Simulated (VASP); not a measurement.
# LiH (rocksalt type) (Fm-3m) in VASP: single point with PBE

Aim: the single point of LiH (rocksalt type) with PBE.

Everything below comes from runs of VASP 6.6.1. Logs are shortened: lines on timing, memory, paths and dates and some standing lists are left out, and cuts for length are marked.

## (1) The cell of the first run

Symmetry: Fm-3m, No. 225, cubic system. Conventional cell: a = 4.007 Å, b = 4.007 Å, c = 4.007 Å, α = 90.00°, β = 90.00°, γ = 90.00°. Within 2.7 Å of Li (site symmetry m-3m) lie 6 H at 2.00 Å. Within 2.7 Å of H (site symmetry m-3m) lie 6 Li at 2.00 Å.

## (2) Single point, PBE

INCAR reads:

```
PREC = Accurate
ENCUT = 750
EDIFF = 1E-6
ISMEAR = -1
SIGMA = 0.08
LREAL = F
LASPH = T
NELM = 120
ALGO = Normal
ISIF = 2
LWAVE = F
LCHARG = F
GGA = PE
NBANDS = 9
GGA_COMPAT = F
```

KPOINTS reads:

```
Automatic mesh
0
Gamma
  14 14 14
```

POSCAR reads:

```
LiH
1.0
    0.0000000000      2.0034924843      2.0034924843
    2.0034924843      0.0000000000      2.0034924843
    2.0034924843      2.0034924843      0.0000000000
Li H
1 1
Direct
    0.0000000000      0.0000000000      0.0000000000
    0.5000000000      0.5000000000      0.5000000000
```

Potentials or basis: VASP PAW PBE potentials, release 64 (Li_sv, H).

Command:

```
$ cat potpaw_PBE.64/Li_sv/POTCAR potpaw_PBE.64/H/POTCAR > POTCAR
$ mpirun -np 1 vasp_std > vasp.out
```

OUTCAR:

```text
PREC = Accurate
   ENCUT = 750
   EDIFF = 1E-6
   ISMEAR = -1
   LREAL = F
   LASPH = T
   NELM = 120
   ISIF = 2
   GGA = PE

 ion  position               nearest neighbor table
   1  0.000  0.000  0.000-
   2  0.500  0.500  0.500-

  LATTYP: Found a face centered cubic cell.
 ALAT       =     4.0069849686

  Lattice vectors:

 A1 = (   0.0000000000,   2.0034924843,   2.0034924843)
 A2 = (   2.0034924843,   0.0000000000,   2.0034924843)
 A3 = (   2.0034924843,   2.0034924843,   0.0000000000)

Analysis of symmetry for initial positions (statically):
=====================================================================
 Subroutine PRICEL returns:
 Original cell was already a primitive cell.

 Routine SETGRP: Setting up the symmetry group for a
 face centered cubic supercell.

 Subroutine GETGRP returns: Found 48 space group operations
 (whereof 48 operations were pure point group operations)
 out of a pool of 48 trial point group operations.

The static configuration has the point symmetry O_h .

Analysis of symmetry for dynamics (positions and initial velocities):
=====================================================================
 Subroutine PRICEL returns:
 Original cell was already a primitive cell.

 Routine SETGRP: Setting up the symmetry group for a
 face centered cubic supercell.

 Subroutine GETGRP returns: Found 48 space group operations
 (whereof 48 operations were pure point group operations)
 out of a pool of 48 trial point group operations.

The dynamic configuration has the point symmetry O_h .

 Subroutine INISYM returns: Found 48 space group operations
 (whereof 48 operations are pure point group operations),
 and found     1 'primitive' translations

----------------------------------------------------------------------------------------

                                     Primitive cell

  volume of cell :      16.0840

  direct lattice vectors                    reciprocal lattice vectors
     0.000000000  2.003492484  2.003492484    -0.249564200  0.249564200  0.249564200
     2.003492484  0.000000000  2.003492484     0.249564200 -0.249564200  0.249564200
     2.003492484  2.003492484  0.000000000     0.249564200  0.249564200 -0.249564200

  length of vectors
     2.833366243  2.833366243  2.833366243     0.432257875  0.432257875  0.432257875

  position of ions in fractional coordinates (direct lattice)
[... 77 lines left out ...]
   ENCUT  =  750.0 eV  55.12 Ry    7.42 a.u.   6.33  6.33  6.33*2*pi/ulx,y,z
   NELM   =    120;   NELMIN=  2; NELMDL= -5     # of ELM steps
   EDIFF  = 0.1E-05   stopping-criterion for ELM
   LREAL  =      F    real-space projection
   EDIFFG = 0.1E-04   stopping-criterion for IOM
   NSW    =      0    number of steps for IOM
   IBRION =     -1    ionic relax: 0-MD 1-quasi-New 2-CG
   NFREE  =      0    steps in history (QN), initial steepest desc. (CG)
   ISIF   =      2    stress and relaxation
   ISYM   =      2    0-nonsym 1-usesym 2-fastsym
   POTIM  = 0.5000    time-step for ionic-motion
   TEBEG  =    0.0;   TEEND  =   0.0 temperature during run
   PSTRESS=    0.0 pullay stress
   NELECT =       4.0000    total number of electrons
   NUPDOWN=      -1.0000    fix difference up-down
   EMIN   =  10.00;   EMAX   =-10.00  energy-range for DOS
   EFERMI =   0.00;   METHOD = LEGACY
   ISMEAR =    -1;   SIGMA  =   0.08  broadening in eV -4-tet -1-fermi 0-gaus
   EFERMI_NEDOS =   21; number of points for ismear=-14 and -15
   IALGO  =     38    algorithm
   IMIX   =      4    mixing-type and parameters
     AMIX     =   0.40;   BMIX     =  1.00
     AMIX_MAG =   1.60;   BMIX_MAG =  1.00
  volume/ion in A,a.u.               =       8.04        54.27
  Fermi-wavevector in a.u.,A,eV,Ry     =   1.029510  1.945491 14.420682  1.059890
  Thomas-Fermi vector in A             =   2.163561
   LORBIT       =      0    0 simple, 1 ext, 2 COOP (PROOUT), +10 PAW based schemes
   GGA     = PE    functional components
   LHFCALC =     F    Hartree Fock is set to
   AEXX    =    0.0000 exact exchange contribution
   IVDW    =     0    specifies the selected vdW correction
   LEPSILON=     F    determine dielectric tensor
   LRPA    =     F    only Hartree local field effects (RPA)
 non-spin polarized calculation
  energy-cutoff  :      750.00
  volume of cell :       16.08
 maximum number of plane-waves:       760
 NGX is ok and might be reduce to    28
   NGX = 13   NGY = 13   NGZ = 13

 number of electron       4.0000001 magnetization

 Free energy of the ion-electron system (eV)
  ---------------------------------------------------
  ext. energy  EPLUGINS =         0.00000000
  ---------------------------------------------------
  free energy    TOTEN  =        -6.12689807 eV

  energy without entropy =       -6.12689807  energy(sigma->0) =       -6.12689807

 E-fermi :   1.5939     XC(G=0):  -8.5167

 val. band max:        0.0928344155   @ k =   0.5000   0.5000   0.0000
 cond. band min:       3.0734084557   @ k =   0.5000   0.5000   0.0000
 fundamental gap:      2.9805740402
 Fermi energy:         1.5938646934

 k-point     1 :       0.0000    0.0000    0.0000
  band No.  band energies     occupation
      1     -44.1862      2.00000
      2      -5.3516      2.00000
      3      16.1876      0.00000
      4      17.9975      0.00000
      5      17.9975      0.00000
      6      17.9975      0.00000
      7      22.7150      0.00000
      8      22.7150      0.00000
      9      22.7150      0.00000
[... 265 lines left out ...]
 k-point    24 :       0.2857    0.1429    0.0000
  band No.  band energies     occupation
      1     -44.1587      2.00000
      2      -4.0260      2.00000
      3      10.1954      0.00000
      4      13.2740      0.00000
      5      14.1593      0.00000
      6      17.7890      0.00000
      7      20.1653      0.00000
      8      23.9008      0.00000
      9      26.1879      0.00000

 [... further k-points ...]
[... 5 lines left out ...]
  --------------------------------------------------------------------------------------
  -------------------------------------------------------------------------------------
  Total       -0.0198281     -0.0198281     -0.0198281      0.0000000     -0.0000000      0.0000000
  in kB       -1.9751438     -1.9751438     -1.9751438      0.0000000     -0.0000000      0.0000000
  external PRESSURE =      -1.9751438 kB  Pullay stress =       0.0000000 kB

 VOLUME and BASIS-vectors are now :
 -----------------------------------------------------------------------------
  energy-cutoff  :      750.00
  volume of cell :       16.08
      direct lattice vectors                 reciprocal lattice vectors
     0.000000000  2.003492484  2.003492484    -0.249564200  0.249564200  0.249564200
     2.003492484  0.000000000  2.003492484     0.249564200 -0.249564200  0.249564200
     2.003492484  2.003492484  0.000000000     0.249564200  0.249564200 -0.249564200

 POSITION                                       TOTAL-FORCE (eV/Angst)
 -----------------------------------------------------------------------------------
      0.00000      0.00000      0.00000        -0.000000     -0.000000     -0.000000
      2.00349      2.00349      2.00349         0.000000      0.000000      0.000000
 -----------------------------------------------------------------------------------
    total drift:                                0.000000      0.000000      0.000000

  FREE ENERGIE OF THE ION-ELECTRON SYSTEM (eV)
  ---------------------------------------------------
  free  energy   TOTEN  =        -6.1268980702 eV

  energy  without entropy=       -6.1268980700  energy(sigma->0) =       -6.12689807
```

OSZICAR:

```text
N       E                     dE             d eps       ncg     rms          rms(c)
DAV:   1    -0.346732266655E+00   -0.34673E+00   -0.17895E+03  1880   0.513E+02
DAV:   2    -0.626816679810E+01   -0.59214E+01   -0.58809E+01  2542   0.668E+01
DAV:   3    -0.636927362623E+01   -0.10111E+00   -0.10106E+00  2311   0.741E+00
DAV:   4    -0.636989432421E+01   -0.62070E-03   -0.62064E-03  2612   0.516E-01
DAV:   5    -0.636989717076E+01   -0.28465E-05   -0.28464E-05  2328   0.270E-02    0.288E+00
DAV:   6    -0.618650204569E+01    0.18340E+00   -0.14905E-01  2075   0.121E+00    0.144E+00
DAV:   7    -0.612512913502E+01    0.61373E-01   -0.19169E-01  2202   0.157E+00    0.218E-01
DAV:   8    -0.612694531717E+01   -0.18162E-02   -0.44796E-03  2253   0.451E-01    0.420E-02
DAV:   9    -0.612689976443E+01    0.45553E-04   -0.14437E-04  2410   0.490E-02    0.752E-03
DAV:  10    -0.612689829654E+01    0.14679E-05   -0.63206E-06  2177   0.183E-02    0.244E-03
DAV:  11    -0.612689807023E+01    0.22631E-06   -0.19361E-07  1400   0.193E-03
   1 F= -.61268981E+01 E0= -.61268981E+01  d E =-.199708E-09
```

stdout:

```text
POSCAR found type information on POSCAR LiH
 POSCAR found :  2 types and       2 ions
 scaLAPACK will be used
 LDA part: xc-table for (Slater+PW92), standard interpolation
 POSCAR, INCAR and KPOINTS ok, starting setup
 FFT: planning ... GRIDC
 FFT: planning ... GRID_SOFT
 FFT: planning ... GRID
 WAVECAR not read
 entering main loop
```

Run time: 12 s. Hardware: 1 thread of Intel Xeon Platinum 8559C (Emerald Rapids), shared host; peak memory 0.16 GiB.

Results:

```
Free energy            : -6.1269 eV
Pressure               : -0.2 GPa
Band gap on the k mesh : 2.98 eV
```

Levels at points of the mesh, in eV from the valence-band top:
```
           k point  band 1  band 2  band 3  band 4  band 5  band 6
(0.00, 0.00, 0.00)  -44.28   -5.44   16.09   17.90   17.90   17.90
(0.50, 0.00, 0.00)  -44.23   -2.63    4.91   13.67   16.51   16.51
(0.50, 0.50, 0.00)  -44.22    0.00    2.98   10.82   10.82   13.99
```
